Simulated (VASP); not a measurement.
# EuS (Fm-3m) in VASP: a series of runs

EuS is run at these levels: PBE+U; tasks: single point.

Everything below comes from runs of VASP 6.6.1. Logs are shortened: lines on timing, memory, paths and dates and some standing lists are left out, and cuts for length are marked.

**1. The cell of the first run**

Symmetry: Fm-3m, No. 225, cubic system. Conventional cell: a = 5.905 Å, b = 5.905 Å, c = 5.905 Å, α = 90.00°, β = 90.00°, γ = 90.00°. Eu (site symmetry m-3m) has 6 S at 2.95 Å within 3.9 Å. S (site symmetry m-3m) has 6 Eu at 2.95 Å within 3.9 Å.

**2. Single point, PBE+U, collinear spin, ferromagnetic start (25.74 Å³/atom)**

INCAR

```
ALGO     = Normal         # electronic algorithm
EDIFF    = 1E-6           # SCF threshold, eV
ENCUT    = 600            # plane-wave cutoff, eV
GGA      = PE             # functional
GGA_COMPAT= F            
ISIF     = 2              # what is computed and relaxed
ISMEAR   = 0              # smearing method
ISPIN    = 2              # spin polarisation
LASPH    = T              # aspherical terms in the spheres
LCHARG   = T              # write CHGCAR
LDAU     = T              # DFT+U
LDAUJ    = 0 0          
LDAUL    = 3 -1           # shell
LDAUPRINT= 1            
LDAUTYPE = 2            
LDAUU    = 6 0            # U, eV
LELF     = T              # ELF
LMAXMIX  = 6              # l up to which the mixer works
LORBIT   = 11             # projections on sites
LREAL    = F              # projectors in reciprocal space
LVHAR    = T            
LWAVE    = F              # write WAVECAR
MAGMOM   = 7.54 -0.07     # initial moments
NBANDS   = 22             # bands
NELM     = 200            # most SCF steps
PREC     = Accurate       # precision mode
SIGMA    = 0.05           # smearing width, eV
```

KPOINTS

```
k-points
0
Gamma
  8 8 8
```

POSCAR

```
EuS
1.0
    0.0000000000      2.9526703932      2.9526703932
    2.9526703932      0.0000000000      2.9526703932
    2.9526703932      2.9526703932      0.0000000000
Eu S
1 1
Direct
    0.0000000000      0.0000000000      0.0000000000
    0.5000000000      0.5000000000      0.5000000000
```

Potentials or basis: VASP PAW PBE potentials, release 64 (Eu, S).

Launch:

```sh
$ cat potpaw_PBE.64/Eu/POTCAR potpaw_PBE.64/S/POTCAR > POTCAR
$ mpirun -np 1 vasp_std > vasp.out
```

OUTCAR:

```text
EDIFF = 1E-6
   ENCUT = 600
   GGA = PE
   ISIF = 2
   ISMEAR = 0
   ISPIN = 2
   LASPH = T
   LORBIT = 11
   LREAL = F
   NELM = 200
   PREC = Accurate

 ion  position               nearest neighbor table
   1  0.000  0.000  0.000-   2 2.95   2 2.95   2 2.95   2 2.95   2 2.95   2 2.95
   2  0.500  0.500  0.500-   1 2.95   1 2.95   1 2.95   1 2.95   1 2.95   1 2.95

  LATTYP: Found a face centered cubic cell.
 ALAT       =     5.9053407864

  Lattice vectors:

 A1 = (   0.0000000000,   2.9526703932,   2.9526703932)
 A2 = (   2.9526703932,   0.0000000000,   2.9526703932)
 A3 = (   2.9526703932,   2.9526703932,   0.0000000000)

Analysis of symmetry for initial positions (statically):
=====================================================================
 Subroutine PRICEL returns:
 Original cell was already a primitive cell.

 Routine SETGRP: Setting up the symmetry group for a
 face centered cubic supercell.

 Subroutine GETGRP returns: Found 48 space group operations
 (whereof 48 operations were pure point group operations)
 out of a pool of 48 trial point group operations.

The static configuration has the point symmetry O_h .

Analysis of symmetry for dynamics (positions and initial velocities):
=====================================================================
 Subroutine PRICEL returns:
 Original cell was already a primitive cell.

 Routine SETGRP: Setting up the symmetry group for a
 face centered cubic supercell.

 Subroutine GETGRP returns: Found 48 space group operations
 (whereof 48 operations were pure point group operations)
 out of a pool of 48 trial point group operations.

The dynamic configuration has the point symmetry O_h .

Analysis of structural, dynamic, and magnetic symmetry:
=====================================================================
 Subroutine PRICEL returns:
 Original cell was already a primitive cell.

 Routine SETGRP: Setting up the symmetry group for a
 face centered cubic supercell.

 Subroutine GETGRP returns: Found 48 space group operations
 (whereof 48 operations were pure point group operations)
 out of a pool of 48 trial point group operations.

The overall configuration has the point symmetry O_h .

 Subroutine INISYM returns: Found 48 space group operations
 (whereof 48 operations are pure point group operations),
 and found     1 'primitive' translations

----------------------------------------------------------------------------------------

                                     Primitive cell

  volume of cell :      51.4843

  direct lattice vectors                    reciprocal lattice vectors
     0.000000000  2.952670393  2.952670393    -0.169338237  0.169338237  0.169338237
     2.952670393  0.000000000  2.952670393     0.169338237 -0.169338237  0.169338237
     2.952670393  2.952670393  0.000000000     0.169338237  0.169338237 -0.169338237

  length of vectors
[... 110 lines left out ...]
   J (eV)           for each species LDAUJ =   0.0  0.0
   GGA     = PE    functional components
   LHFCALC =     F    Hartree Fock is set to
   AEXX    =    0.0000 exact exchange contribution
   IVDW    =     0    specifies the selected vdW correction
   LEPSILON=     F    determine dielectric tensor
   LRPA    =     F    only Hartree local field effects (RPA)
 spin polarized calculation
 Gauss-broadening in eV      SIGMA  =   0.05
  energy-cutoff  :      600.00
  volume of cell :       51.48
 maximum number of plane-waves:      1759
 NGX is ok and might be reduce to    36
   NGX = 17   NGY = 17   NGZ = 17

atom =   1  type =  1  l = 3

 onsite density matrix

spin component  1

  0.9738 -0.0000 -0.0012 -0.0000  0.0000 -0.0000 -0.0000
 -0.0000  0.9747 -0.0000 -0.0000 -0.0000 -0.0000  0.0000
 -0.0012 -0.0000  0.9744 -0.0000  0.0000  0.0000  0.0000
 -0.0000 -0.0000 -0.0000  0.9729 -0.0000  0.0000 -0.0000
  0.0000 -0.0000  0.0000 -0.0000  0.9744 -0.0000  0.0012
 -0.0000 -0.0000  0.0000  0.0000 -0.0000  0.9753 -0.0000
 -0.0000  0.0000  0.0000 -0.0000  0.0012 -0.0000  0.9738

spin component  2

  0.0020 -0.0000  0.0009 -0.0000  0.0000  0.0000  0.0000
 -0.0000  0.0000  0.0000  0.0000  0.0000  0.0000 -0.0000
  0.0009  0.0000  0.0015  0.0000 -0.0000 -0.0000 -0.0000
 -0.0000  0.0000  0.0000  0.0027  0.0000  0.0000 -0.0000
  0.0000  0.0000 -0.0000  0.0000  0.0015 -0.0000 -0.0009
  0.0000  0.0000 -0.0000  0.0000 -0.0000  0.0008  0.0000
  0.0000 -0.0000 -0.0000 -0.0000 -0.0009  0.0000  0.0020

 occupancies and eigenvectors

  o =  0.0000  v =  0.0000  0.0000  0.0000  0.0000  0.0000  0.0000  0.0000 -0.0000 -1.0000  0.0000  0.0000 -0.0000  0.0000 -0.0000      0.0000  0.0000  0.0000  0.0000  0.0000  0.0000  0.0000  0.0000  0.0000  0.0000  0.0000  0.0000  0.0000  0.0000
  o =  0.0008  v =  0.0000  0.0000  0.0000  0.0000  0.0000  0.0000  0.0000 -0.6124  0.0000  0.7906 -0.0000  0.0034  0.0010  0.0026      0.0000  0.0000  0.0000  0.0000  0.0000  0.0000  0.0000  0.0000  0.0000  0.0000  0.0000  0.0000  0.0000  0.0000
  o =  0.0008  v =  0.0000  0.0000  0.0000  0.0000  0.0000  0.0000  0.0000  0.0026 -0.0000 -0.0034 -0.0000  0.7906  0.0003  0.6124      0.0000  0.0000  0.0000  0.0000  0.0000  0.0000  0.0000  0.0000  0.0000  0.0000  0.0000  0.0000  0.0000  0.0000
  o =  0.0008  v =  0.0000  0.0000  0.0000  0.0000  0.0000  0.0000  0.0000 -0.0006 -0.0000  0.0008  0.0000  0.0002 -1.0000  0.0002      0.0000  0.0000  0.0000  0.0000  0.0000  0.0000  0.0000  0.0000  0.0000  0.0000  0.0000  0.0000  0.0000  0.0000
  o =  0.0027  v =  0.0000  0.0000  0.0000  0.0000  0.0000  0.0000  0.0000  0.7906 -0.0000  0.6124  0.0001  0.0008 -0.0000 -0.0010      0.0000  0.0000  0.0000  0.0000  0.0000  0.0000  0.0000  0.0000  0.0000  0.0000  0.0000  0.0000  0.0000  0.0000
  o =  0.0027  v =  0.0000  0.0000  0.0000  0.0000  0.0000  0.0000  0.0000  0.0010 -0.0000  0.0008 -0.0001 -0.6124  0.0000  0.7906      0.0000  0.0000  0.0000  0.0000  0.0000  0.0000  0.0000  0.0000  0.0000  0.0000  0.0000  0.0000  0.0000  0.0000
  o =  0.0027  v =  0.0000  0.0000  0.0000  0.0000  0.0000  0.0000  0.0000  0.0000 -0.0000  0.0000 -1.0000  0.0000 -0.0000 -0.0000      0.0000  0.0000  0.0000  0.0000  0.0000  0.0000  0.0000  0.0000  0.0000  0.0000  0.0000  0.0000  0.0000  0.0000
  o =  0.9729  v =  0.0004 -0.0000  0.0003  0.9982  0.0363 -0.0000 -0.0469  0.0000  0.0000  0.0000  0.0000  0.0000  0.0000  0.0000      0.0000  0.0000  0.0000  0.0000  0.0000  0.0000  0.0000  0.0000  0.0000  0.0000  0.0000  0.0000  0.0000  0.0000
  o =  0.9729  v = -0.0011  0.0000 -0.0009 -0.0593  0.6113 -0.0000 -0.7892  0.0000  0.0000  0.0000  0.0000  0.0000  0.0000  0.0000      0.0000  0.0000  0.0000  0.0000  0.0000  0.0000  0.0000  0.0000  0.0000  0.0000  0.0000  0.0000  0.0000  0.0000
  o =  0.9729  v =  0.7906 -0.0000  0.6124 -0.0006  0.0009 -0.0000 -0.0011  0.0000  0.0000  0.0000  0.0000  0.0000  0.0000  0.0000      0.0000  0.0000  0.0000  0.0000  0.0000  0.0000  0.0000  0.0000  0.0000  0.0000  0.0000  0.0000  0.0000  0.0000
  o =  0.9747  v =  0.0000  1.0000 -0.0000  0.0000  0.0000  0.0000  0.0000  0.0000  0.0000  0.0000  0.0000  0.0000  0.0000  0.0000      0.0000  0.0000  0.0000  0.0000  0.0000  0.0000  0.0000  0.0000  0.0000  0.0000  0.0000  0.0000  0.0000  0.0000
  o =  0.9753  v = -0.0002  0.0000  0.0002 -0.0000  0.0746 -0.9955  0.0578  0.0000  0.0000  0.0000  0.0000  0.0000  0.0000  0.0000      0.0000  0.0000  0.0000  0.0000  0.0000  0.0000  0.0000  0.0000  0.0000  0.0000  0.0000  0.0000  0.0000  0.0000
  o =  0.9753  v =  0.0015 -0.0000 -0.0019 -0.0000  0.7870  0.0944  0.6096  0.0000  0.0000  0.0000  0.0000  0.0000  0.0000  0.0000      0.0000  0.0000  0.0000  0.0000  0.0000  0.0000  0.0000  0.0000  0.0000  0.0000  0.0000  0.0000  0.0000  0.0000
  o =  0.9753  v =  0.6124 -0.0000 -0.7906 -0.0000 -0.0019 -0.0005 -0.0014  0.0000  0.0000  0.0000  0.0000  0.0000  0.0000  0.0000      0.0000  0.0000  0.0000  0.0000  0.0000  0.0000  0.0000  0.0000  0.0000  0.0000  0.0000  0.0000  0.0000  0.0000

 number of electron      23.0000000 magnetization       6.9999931

 Free energy of the ion-electron system (eV)
  ---------------------------------------------------
  ext. energy  EPLUGINS =         0.00000000
  ---------------------------------------------------
  free energy    TOTEN  =       -19.12723680 eV

  energy without entropy =      -19.12723673  energy(sigma->0) =      -19.12723676

 E-fermi :   3.5946     XC(G=0):  -9.6795

 val. band max:        3.4553716758   @ k =   0.0000   0.0000   0.0000
 cond. band min:       3.7338562366   @ k =   0.5000   0.5000   0.0000
 fundamental gap:      0.2784845608
 Fermi energy:         3.5946134851

 spin component 1

 k-point     1 :       0.0000    0.0000    0.0000
  band No.  band energies     occupation
      1     -36.1876      1.00000
      2     -15.0673      1.00000
      3     -15.0673      1.00000
      4     -15.0673      1.00000
      5      -9.0775      1.00000
      6       1.3917      1.00000
[... 1193 lines left out ...]
     21      13.5546      0.00000
     22      13.7204      0.00000

 [... further k-points ...]
[... 5 lines left out ...]
  --------------------------------------------------------------------------------------
  -------------------------------------------------------------------------------------
  Total        0.7915964      0.7915964      0.7915964     -0.0000000      0.0000000     -0.0000000
  in kB       24.6342583     24.6342583     24.6342583     -0.0000000      0.0000000     -0.0000000
  external PRESSURE =      24.6342583 kB  Pullay stress =       0.0000000 kB

 VOLUME and BASIS-vectors are now :
 -----------------------------------------------------------------------------
  energy-cutoff  :      600.00
  volume of cell :       51.48
      direct lattice vectors                 reciprocal lattice vectors
     0.000000000  2.952670393  2.952670393    -0.169338237  0.169338237  0.169338237
     2.952670393  0.000000000  2.952670393     0.169338237 -0.169338237  0.169338237
     2.952670393  2.952670393  0.000000000     0.169338237  0.169338237 -0.169338237

 POSITION                                       TOTAL-FORCE (eV/Angst)
 -----------------------------------------------------------------------------------
      0.00000      0.00000      0.00000        -0.000000      0.000000     -0.000000
      2.95267      2.95267      2.95267         0.000000     -0.000000      0.000000
 -----------------------------------------------------------------------------------
    total drift:                                0.000000      0.000000      0.000000

  FREE ENERGIE OF THE ION-ELECTRON SYSTEM (eV)
  ---------------------------------------------------
  free  energy   TOTEN  =       -19.1272367966 eV

  energy  without entropy=      -19.1272367258  energy(sigma->0) =      -19.12723676

 total charge

# of ion       s       p       d       f       tot
--------------------------------------------------
    1        2.030   5.791   0.258   6.822  14.902
    2        1.317   2.460   0.000   0.000   3.777
--------------------------------------------------
tot          3.348   8.251   0.258   6.822  18.679

 magnetization (x)

# of ion       s       p       d       f       tot
--------------------------------------------------
    1       -0.016  -0.117   0.048   6.802   6.718
    2       -0.006  -0.058   0.000   0.000  -0.064
--------------------------------------------------
tot         -0.022  -0.175   0.048   6.802   6.654
```

It took 50 s on 1 thread of Intel Xeon 6975P-C (Granite Rapids), shared host; peak memory 0.29 GiB.

Results:

```yaml
Free_energy: -19.1272 eV
Pressure: 2.5 GPa
Band_gap_on_the_k_mesh: 0.28 eV (least direct gap 0.56 eV)
Net_moment: 7.00 μB per cell
Site_moments: Eu +6.72; S -0.06 μB
Valence_electrons_inside_the_program's_atomic_spheres: Eu 14.90; S 3.78
```

Eigenvalues of the final occupation matrices:
```
    site  spin  trace                         eigenvalues
site 1 f     1   6.82  0.97 0.97 0.97 0.97 0.98 0.98 0.98
site 1 f     2   0.01  0.00 0.00 0.00 0.00 0.00 0.00 0.00
```

Caveat: spin-orbit coupling is left out, which moves the levels of the heavy elements; a cell with one magnetic atom can't hold antiferromagnetic order, which such compounds often take. The state reached can hang on the start; a lower one may exist.

**3. Single point, PBE+U, collinear spin, ferromagnetic start (26.28 Å³/atom)**

This run uses another cell than the first one, of 26.28 Å³/atom.

INCAR

```
SYSTEM = EuS
PREC     = Accurate       ! precision mode
ENCUT    = 600            ! plane-wave cutoff, eV
EDIFF    = 1E-6           ! SCF threshold, eV
ISMEAR   = 0              ! smearing method
SIGMA    = 0.05           ! smearing width, eV
LREAL    = .FALSE.        ! projectors in reciprocal space
LASPH    = .TRUE.         ! aspherical terms in the spheres
NELM     = 200            ! most SCF steps
ALGO     = Normal         ! electronic algorithm
ISIF     = 2              ! what is computed and relaxed
LWAVE    = .FALSE.        ! write WAVECAR
LCHARG   = .TRUE.         ! write CHGCAR
ISPIN    = 2              ! spin polarisation
MAGMOM   = 7.55 -0.07     ! initial moments
LORBIT   = 11             ! projections on sites
LMAXMIX  = 6              ! l up to which the mixer works
LDAU     = .TRUE.         ! DFT+U
LDAUTYPE = 2            
LDAUL    = 3 -1           ! shell
LDAUU    = 6 0            ! U, eV
LDAUJ    = 0 0          
LDAUPRINT= 1            
GGA      = PE             ! functional
LELF     = .TRUE.         ! ELF
LVHAR    = .TRUE.       
NBANDS   = 22             ! bands
GGA_COMPAT= .FALSE.
```

KPOINTS

```
regular mesh
0
G
  8 8 8
  0 0 0
```

POSCAR

```
EuS
1.0
    0.0000000000      2.9730342808      2.9730342808
    2.9730342808      0.0000000000      2.9730342808
    2.9730342808      2.9730342808      0.0000000000
Eu S
1 1
Direct
    0.0000000000      0.0000000000      0.0000000000
    0.5000000000      0.5000000000      0.5000000000
```

Potentials or basis: VASP PAW PBE potentials, release 64 (Eu, S).

Launch:

```sh
$ cat potpaw_PBE.64/Eu/POTCAR potpaw_PBE.64/S/POTCAR > POTCAR
$ mpirun -np 1 vasp_std > vasp.out
```

OUTCAR:

```text
SYSTEM = EuS
   PREC = Accurate
   ENCUT = 600
   EDIFF = 1E-6
   ISMEAR = 0
   LREAL = .FALSE.
   LASPH = .TRUE.
   NELM = 200
   ISIF = 2
   ISPIN = 2
   LORBIT = 11
   GGA = PE

 ion  position               nearest neighbor table
   1  0.000  0.000  0.000-   2 2.97   2 2.97   2 2.97   2 2.97   2 2.97   2 2.97
   2  0.500  0.500  0.500-   1 2.97   1 2.97   1 2.97   1 2.97   1 2.97   1 2.97

  LATTYP: Found a face centered cubic cell.
 ALAT       =     5.9460685616

  Lattice vectors:

 A1 = (   0.0000000000,   2.9730342808,   2.9730342808)
 A2 = (   2.9730342808,   0.0000000000,   2.9730342808)
 A3 = (   2.9730342808,   2.9730342808,   0.0000000000)

Analysis of symmetry for initial positions (statically):
=====================================================================
 Subroutine PRICEL returns:
 Original cell was already a primitive cell.

 Routine SETGRP: Setting up the symmetry group for a
 face centered cubic supercell.

[... 233 lines left out ...]
 spin component 1

 k-point     1 :       0.0000    0.0000    0.0000
  band No.  band energies     occupation
      1     -36.3519      1.00000
      2     -15.2339      1.00000
      3     -15.2339      1.00000
      4     -15.2339      1.00000
      5      -9.1434      1.00000
      6       1.2852      1.00000
[... 1193 lines left out ...]
     21      13.3723      0.00000
     22      13.5332      0.00000

 [... further k-points ...]
[... 5 lines left out ...]
  --------------------------------------------------------------------------------------
  -------------------------------------------------------------------------------------
  Total        0.4365548      0.4365548      0.4365548      0.0000000      0.0000000      0.0000000
  in kB       13.3082089     13.3082089     13.3082089      0.0000000      0.0000000      0.0000000
  external PRESSURE =      13.3082089 kB  Pullay stress =       0.0000000 kB

 VOLUME and BASIS-vectors are now :
 -----------------------------------------------------------------------------
  energy-cutoff  :      600.00
  volume of cell :       52.56
      direct lattice vectors                 reciprocal lattice vectors
     0.000000000  2.973034281  2.973034281    -0.168178350  0.168178350  0.168178350
     2.973034281  0.000000000  2.973034281     0.168178350 -0.168178350  0.168178350
     2.973034281  2.973034281  0.000000000     0.168178350  0.168178350 -0.168178350

 POSITION                                       TOTAL-FORCE (eV/Angst)
 -----------------------------------------------------------------------------------
      0.00000      0.00000      0.00000         0.000000      0.000000     -0.000000
      2.97303      2.97303      2.97303         0.000000      0.000000      0.000000
 -----------------------------------------------------------------------------------
    total drift:                                0.000000      0.000000      0.000000

  FREE ENERGIE OF THE ION-ELECTRON SYSTEM (eV)
  ---------------------------------------------------
  free  energy   TOTEN  =       -19.1399746784 eV

  energy  without entropy=      -19.1399746783  energy(sigma->0) =      -19.13997468

 total charge

# of ion       s       p       d       f       tot
--------------------------------------------------
    1        2.029   5.789   0.247   6.826  14.893
    2        1.317   2.453   0.000   0.000   3.770
--------------------------------------------------
tot          3.346   8.243   0.247   6.826  18.662

 magnetization (x)

# of ion       s       p       d       f       tot
--------------------------------------------------
    1       -0.016  -0.118   0.046   6.808   6.720
    2       -0.006  -0.056   0.000   0.000  -0.063
--------------------------------------------------
tot         -0.022  -0.174   0.046   6.808   6.658
```

Wall time 51 s (1 thread of Intel Xeon 6975P-C (Granite Rapids), shared host); peak memory 0.29 GiB.

What came out:

| Item | Value |
| --- | --- |
| Free energy | -19.1400 eV |
| Pressure | 1.3 GPa |
| Band gap on the k mesh | 0.39 eV (least direct gap 0.66 eV) |
| Net moment | 7.00 μB per cell |
| Site moments | Eu +6.72; S -0.06 μB |
| Valence electrons inside the program's atomic spheres | Eu 14.89; S 3.77 |

Eigenvalues of the final occupation matrices:
```csv
site,spin,trace,eigenvalues
site 1 f,1,6.82,0.97 0.97 0.97 0.98 0.98 0.98 0.98
site 1 f,2,0.01,0.00 0.00 0.00 0.00 0.00 0.00 0.00
```

Caveat: spin-orbit coupling is left out, which moves the levels of the heavy elements; a cell with one magnetic atom can't hold antiferromagnetic order, which such compounds often take. A k mesh can miss the band edges.

(Part 1 of 2 ends here.)
